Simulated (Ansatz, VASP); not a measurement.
Fe: VASP beside Ansatz

INCAR

```
  PREC = Accurate
  ENCUT = 520
  EDIFF = 1E-6
  ISMEAR = 0
  SIGMA = 0.05
  LREAL = False
  LASPH = True
  NELM = 150
  ALGO = Normal
  ISIF = 2
  LWAVE = False
  LCHARG = False
  ISPIN = 2
  MAGMOM = 2.13
  LORBIT = 11
  LMAXMIX = 4
  NBANDS = 14
```

Contents of KPOINTS:

```
regular mesh
0
Gamma
  22 22 22
```

Contents of POSCAR:

```
Fe
1.0
   -1.3562710308      1.3562710308      1.3562710308
    1.3562710308     -1.3562710308      1.3562710308
    1.3562710308      1.3562710308     -1.3562710308
Fe
1
Direct
    0.0000000000      0.0000000000      0.0000000000
```

Input for Ansatz:

```yaml
crystal:
  lattice:
    - [-1.3562710308, 1.3562710308, 1.3562710308]
    - [1.3562710308, -1.3562710308, 1.3562710308]
    - [1.3562710308, 1.3562710308, -1.3562710308]
  atoms:
    - { symbol: Fe, position: [0.0, 0.0, 0.0], spin: 2.13 }
basis:
  ecutwfc: 420
  ecutrho_ratio: 4
kpoints:
  mp_grid: { grid: [22, 22, 22] }
hamiltonian:
  xc: lda
scf:
  occupations: { method: gaussian, width: 0.05 }
output:
  forces: true
  stress: true
  eigenvalues: true
  populations: true
magnetization:
  spin_polarized: true
```

Alike in both runs: task single point; functional LDA; k mesh 22 × 22 × 22; occupations gaussian, width 0.05 eV; collinear spin.

```csv
,VASP,Ansatz
version,VASP 6.6.1,Ansatz 0.2.0
potentials or method,"VASP PAW LDA potentials, release 64 (Fe), cutoff 520 eV","scalar-relativistic, plane waves, PAW"
valence electrons in the cell,8,16
```

|  | VASP | Ansatz | Ansatz less VASP |
| --- | --- | --- | --- |
| gap on the k mesh at the Fermi level (eV) | none | none | - |
| pressure (GPa) | 10.4 | 11.4 | +0.98 |
| net moment per atom (μB) | 1.88 | 1.91 | +0.035 |
| size of the moment on the site where the two differ most (μB) | 1.84 | 1.91 | +0.067 |

LDA's correlation is that of Perdew and Zunger in VASP and of Perdew and Wang (1992) in Ansatz. Site moments also hang on the region over which each program counts them. A gap of «none» marks a metal or a gap that the smearing closes. VASP's potentials hold 8 valence electrons a cell and Ansatz's 16, so a difference there can come from the potentials and not from the codes.
